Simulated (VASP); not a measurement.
# Yb in VASP: notebook, part 2 of 2

VASP 6.6.1. The steps go on from the part before.

### Step 5. Single point, r2SCAN+D4, collinear spin, ferromagnetic start

This run uses another cell than the first one, of 51.60 Å³/atom, 1.250 times its volume.

Contents of POSCAR:

```
Yb
1.0
    0.0000000000      2.9549148991      2.9549148991
    2.9549148991      0.0000000000      2.9549148991
    2.9549148991      2.9549148991      0.0000000000
Yb
1
Direct
    0.0000000000      0.0000000000      0.0000000000
```

Contents of INCAR.step1:

```
SYSTEM = Yb
PREC     = Accurate       ! precision mode
ENCUT    = 520            ! plane-wave cutoff, eV
ISMEAR   = -1             ! smearing method
SIGMA    = 0.05           ! smearing width, eV
LREAL    = .False.        ! projectors in reciprocal space
LASPH    = .True.         ! aspherical terms in the spheres
NELM     = 150            ! most SCF steps
ISPIN    = 2              ! spin polarisation
MAGMOM   = 1              ! initial moments
LMAXMIX  = 6              ! l up to which the mixer works
NBANDS   = 14             ! bands
GGA      = PE             ! functional
ALGO     = Normal         ! electronic algorithm
EDIFF    = 1E-4           ! SCF threshold, eV
LWAVE    = .True.         ! write WAVECAR
LCHARG   = .False.        ! write CHGCAR
```

Contents of INCAR.step2:

```
SYSTEM = Yb
PREC     = Accurate       ! precision mode
ENCUT    = 520            ! plane-wave cutoff, eV
EDIFF    = 1E-6           ! SCF threshold, eV
ISMEAR   = -1             ! smearing method
SIGMA    = 0.05           ! smearing width, eV
LREAL    = .False.        ! projectors in reciprocal space
LASPH    = .True.         ! aspherical terms in the spheres
NELM     = 150            ! most SCF steps
ALGO     = Normal         ! electronic algorithm
ISIF     = 2              ! what is computed and relaxed
LWAVE    = .False.        ! write WAVECAR
LCHARG   = .False.        ! write CHGCAR
ISPIN    = 2              ! spin polarisation
MAGMOM   = 1              ! initial moments
LORBIT   = 11             ! projections on sites
LMAXMIX  = 6              ! l up to which the mixer works
METAGGA  = R2SCAN         ! meta-GGA
LMIXTAU  = .True.       
IVDW     = 13             ! dispersion correction
VDW_S6   = 1.0          
VDW_S8   = 0.6018749    
VDW_A1   = 0.51559235   
VDW_A2   = 5.77342911   
NBANDS   = 14             ! bands
ISTART   = 1
```

Contents of KPOINTS:

```
regular mesh
0
Gamma
  8 8 8
  0 0 0
```

Potentials or basis: VASP PAW PBE potentials, release 64 (Yb_2), 4f in core.

The run is started by

```
$ cat potpaw_PBE.64/Yb_2/POTCAR > POTCAR
$ cp INCAR.step1 INCAR
$ mpirun -np 1 vasp_std > vasp.out
$ cp INCAR.step2 INCAR
$ mpirun -np 1 vasp_std > vasp.out
```

OUTCAR:

```text
SYSTEM = Yb
   PREC = Accurate
   ENCUT = 520
   EDIFF = 1E-6
   ISMEAR = -1
   LREAL = .False.
   LASPH = .True.
   NELM = 150
   ISIF = 2
   ISPIN = 2
   LORBIT = 11
   METAGGA = R2SCAN
   IVDW = 13
   ISTART = 1

 ion  position               nearest neighbor table
   1  0.000  0.000  0.000-

  LATTYP: Found a face centered cubic cell.
 ALAT       =     5.9098297982

  Lattice vectors:

 A1 = (   0.0000000000,   2.9549148991,   2.9549148991)
 A2 = (   2.9549148991,   0.0000000000,   2.9549148991)
[... 1028 lines left out ...]
  --------------------------------------------------------------------------------------
  -------------------------------------------------------------------------------------
  Total      -0.99268    -0.99268    -0.99268     0.00000    -0.00000    -0.00000
  in kB     -30.82169   -30.82169   -30.82169     0.00000    -0.00000    -0.00000
  external pressure =      -30.82 kB  Pullay stress =        0.00 kB

 VOLUME and BASIS-vectors are now :
 -----------------------------------------------------------------------------
  energy-cutoff  :      520.00
  volume of cell :       51.60
      direct lattice vectors                 reciprocal lattice vectors
     0.000000000  2.954914899  2.954914899    -0.169209611  0.169209611  0.169209611
     2.954914899  0.000000000  2.954914899     0.169209611 -0.169209611  0.169209611
     2.954914899  2.954914899  0.000000000     0.169209611  0.169209611 -0.169209611

 POSITION                                       TOTAL-FORCE (eV/Angst)
 -----------------------------------------------------------------------------------
      0.00000      0.00000      0.00000         0.000000      0.000000      0.000000
 -----------------------------------------------------------------------------------
    total drift:                                0.000000      0.000000      0.000000

  FREE ENERGIE OF THE ION-ELECTRON SYSTEM (eV)
  ---------------------------------------------------
  free  energy   TOTEN  =       -33.3711160478 eV

  energy  without entropy=      -33.3616578356  energy(sigma->0) =      -33.36638694

 total charge

# of ion       s       p       d       tot
------------------------------------------
    1        0.400   6.209   0.170   6.778

 magnetization (x)

# of ion       s       p       d       tot
------------------------------------------
    1       -0.000  -0.000  -0.000  -0.000
```

OSZICAR.step1:

```text
N       E                     dE             d eps       ncg     rms          rms(c)
DAV:   1     0.221821768825E+02    0.22182E+02   -0.34594E+03  1688   0.439E+02
DAV:   2    -0.767837929929E+00   -0.22950E+02   -0.22371E+02  1972   0.122E+02
DAV:   3    -0.122862750163E+01   -0.46079E+00   -0.46046E+00  1900   0.109E+01
DAV:   4    -0.123057134281E+01   -0.19438E-02   -0.19438E-02  1852   0.953E-01
DAV:   5    -0.123058806400E+01   -0.16721E-04   -0.16721E-04  1912   0.814E-02    0.716E+00
DAV:   6    -0.135621852563E+01   -0.12563E+00   -0.14598E-02  1720   0.664E-01    0.404E+00
DAV:   7    -0.136557552640E+01   -0.93570E-02   -0.14640E-02  1744   0.505E-01    0.245E+00
DAV:   8    -0.136572804076E+01   -0.15251E-03   -0.22683E-03  1762   0.216E-01    0.650E-01
DAV:   9    -0.136699190763E+01   -0.12639E-02   -0.12716E-03  1744   0.153E-01    0.492E-02
DAV:  10    -0.136705748617E+01   -0.65579E-04   -0.14460E-04  1762   0.518E-02
   1 F= -.13670575E+01 E0= -.13631250E+01  d E =-.786491E-02  mag=     0.0025
```

It took 74 s on 1 thread of Intel Xeon Platinum 8488C (Sapphire Rapids), shared host; peak memory 0.23 GiB.

What came out:

```yaml
Free_energy: -33.3711 eV
Pressure: -3.1 GPa
Band_gap_on_the_k_mesh: zero (filled and empty bands overlap)
Net_moment: 0.00 μB per cell
Valence_electrons_inside_the_program's_atomic_spheres: Yb 6.78
Dispersion_energy_per_atom: -0.041 eV
```

Caveat: the PAW data sets were made with another functional, which shifts forces and pressure a little; spin-orbit coupling is left out, which moves the levels of the heavy elements; the 4f electrons are frozen in the core, so they carry no moment and show no levels; pairwise dispersion overbinds metals, which lowers pressure and volume.

### Step 6. Single point, SVWN5, collinear spin, ferromagnetic start (the cell strained at random)

Contents of INCAR:

```
  ALGO = Fast
  EDIFF = 1E-7
  ENCUT = 520
  GGA = VW
  ISIF = 2
  ISMEAR = 0
  ISPIN = 2
  LASPH = T
  LCHARG = F
  LMAXMIX = 6
  LORBIT = 11
  LREAL = F
  LWAVE = F
  MAGMOM = 1
  NBANDS = 22
  NELM = 150
  PREC = Accurate
  SIGMA = 0.05
```

Contents of KPOINTS:

```
k-points
0
Gamma
  6 6 7
```

Contents of POSCAR:

```
Yb
1.0
   -0.0093060000      2.7674890000      2.7392520000
    2.7835660000     -0.0244520000      2.7543980000
    2.7141130000      2.7131820000      0.0450020000
Yb
1
Direct
    0.0000000000      0.0000000000      0.0000000000
```

Potentials or basis: VASP PAW PBE potentials, release 64 (Yb).

The run is started by

```
$ cat potpaw_PBE.64/Yb/POTCAR > POTCAR
$ mpirun -np 1 vasp_std > vasp.out
```

It took 14 min on 1 thread of Intel Xeon Platinum 8488C (Sapphire Rapids), shared host; peak memory 0.32 GiB.

Results (log left out):

```yaml
Free_energy: 69.3797 eV
Pressure: -4.9 GPa
Band_gap_on_the_k_mesh: zero (filled and empty bands overlap)
Net_moment: 0.01 μB per cell
Site_moments: Yb +0.05 μB
Valence_electrons_inside_the_program's_atomic_spheres: Yb 21.99
```

Stress tensor (GPa, compression positive):
```
-4.92  0.18 -0.28
 0.18 -4.96 -0.17
-0.28 -0.17 -4.87
```

Levels at points of the mesh, in eV from the Fermi level:
Spin up:
```tsv
k point	band 10	band 11	band 12	band 13	band 14	band 15
(0.00, 0.00, 0.00)	-0.40	-0.40	-0.40	2.44	2.57	2.82
(0.50, 0.00, 0.00)	-0.43	-0.42	-0.40	0.17	2.34	2.61
(0.00, 0.50, 0.00)	-0.43	-0.42	-0.40	0.12	2.38	2.61
(0.50, 0.50, 0.00)	-0.46	-0.44	-0.43	0.22	1.95	5.73
```
Spin down:
```
           k point  band 10  band 11  band 12  band 13  band 14  band 15
(0.00, 0.00, 0.00)    -0.17    -0.17    -0.17     2.40     2.54     2.80
(0.50, 0.00, 0.00)    -0.18    -0.18    -0.17     0.17     2.29     2.61
(0.00, 0.50, 0.00)    -0.18    -0.18    -0.17     0.13     2.34     2.60
(0.50, 0.50, 0.00)    -0.20    -0.20    -0.19     0.18     1.42     5.70
```

Caveat: the cell differs from its parent crystal (the cell strained at random); the PAW data sets were made with another functional, which shifts forces and pressure a little; spin-orbit coupling is left out, which moves the levels of the heavy elements. The state reached can hang on the start; a lower one may exist.

### Step 7. Summary

```tsv
level	potentials or basis	cell	k mesh	smearing	gap on the mesh (eV)	pressure (GPa)	moment (μB)
PBEsol	VASP PAW PBE potentials, release 64 (Yb)	a = 3.879 Å, angles 60.0°, 1 atom	8 × 8 × 8	gaussian 0.1 eV	none	3.1	0.01
LDA	VASP PAW PBE potentials, release 64 (Yb)	a = 3.879 Å, angles 60.0°, 1 atom	8 × 8 × 8	gaussian 0.02 eV	none	-5.5	0.00
RPBE	VASP PAW PBE potentials, release 64 (Yb)	a = 3.879 Å, angles 60.0°, 1 atom	8 × 8 × 8	gaussian 0.02 eV	none	-1.9	0.02
r2SCAN+D4	VASP PAW PBE potentials, release 64 (Yb_2), 4f in core	a = 4.179 Å, angles 60.0°, 1 atom	8 × 8 × 8	fermi-dirac 0.05 eV	none	-3.1	0.00
SVWN5	VASP PAW PBE potentials, release 64 (Yb)	a = 3.894, b = 3.916, c = 3.838 Å, angles 59.6, 59.4, 60.7°, 1 atom	6 × 6 × 7	gaussian 0.05 eV	none	-4.9	0.01
```

Alike in all rows: task single point; spin collinear, ferromagnetic start; cutoff (eV) 520.

Caveats: the PAW data sets were made with another functional, which shifts forces and pressure a little; spin-orbit coupling is left out, which moves the levels of the heavy elements; the 4f electrons are frozen in the core, so they carry no moment and show no levels (some runs); pairwise dispersion overbinds metals, which lowers pressure and volume (some runs).

Total energies depend on the potentials used, so only differences within one code and one set of settings carry meaning.
